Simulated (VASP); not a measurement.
A run of VASP 6.6.1 is set up as follows.

File INCAR:

```
  PREC = Accurate
  ENCUT = 520
  EDIFF = 1E-6
  ISMEAR = -1
  SIGMA = 0.15
  LREAL = F
  LASPH = T
  NELM = 100
  ALGO = Normal
  ISIF = 2
  LWAVE = F
  LCHARG = F
  NBANDS = 28
```

KPOINTS

```
Automatic mesh
0
Gamma
  6 6 6
```

POSCAR

```
LaPt3
1.0
    4.1281179909      0.0000000000      0.0000000000
    0.0000000000      4.1281179909      0.0000000000
    0.0000000000      0.0000000000      4.1281179909
La Pt
1 3
Direct
    0.0000000000      0.0000000000      0.0000000000
    0.0000000000      0.5000000000      0.5000000000
    0.5000000000      0.0000000000      0.5000000000
    0.5000000000      0.5000000000      0.0000000000
```

Potentials or basis: VASP PAW LDA potentials, release 64 (La, Pt).

Launch:

```console
$ cat potpaw_LDA.64/La/POTCAR potpaw_LDA.64/Pt/POTCAR > POTCAR
$ mpirun -np 1 vasp_std > vasp.out
```

Predict the pressure.

1.7 GPa.
